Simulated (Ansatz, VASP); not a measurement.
## Mg2O: VASP beside Ansatz

```
Mg O
1.0
     3.04885    0.00000    0.00000
     0.00000    3.04885    0.00000
     0.00000    0.00000    8.86604
Mg O
4 2
Cartesian
  1.5244 0.0000 1.0628
  0.0000 1.5244 7.8032
  0.0000 1.5244 3.3407
  1.5244 0.0000 5.5253
  1.5244 0.0000 7.8035
  0.0000 1.5244 1.0626
```

Alike in both runs: functional PBE; k mesh 10 × 10 × 4; occupations gaussian, width 0.1 eV; no spin polarisation.

Ansatz relaxed the structure, and its values are those at the end. VASP's run is a single point on that final structure, the one shown.

|  | VASP | Ansatz |
| --- | --- | --- |
| version | VASP 6.6.1 | Ansatz 0.2.0 |
| potentials or method | VASP PAW PBE potentials, release 64 (Mg, O), cutoff 520 eV | scalar-relativistic, plane waves, PAW |
| valence electrons in the cell | 20 | 52 |

VASP gave:

```
gap on the k mesh at the Fermi level (eV) : none
pressure (GPa)                            : -0.4
rms of the force components (eV/Å)        : 0.007
```

Task: What did Ansatz give for the same quantities?

Result: gap on the k mesh at the Fermi level (eV): none; pressure (GPa): 0.0; rms of the force components (eV/Å): 0.000.

A gap of «none» marks a metal or a gap that the smearing closes. With one functional, cell and mesh, what is left measures potentials, basis and numerics. VASP's potentials hold 20 valence electrons a cell and Ansatz's 52, so a difference there can come from the potentials and not from the codes.
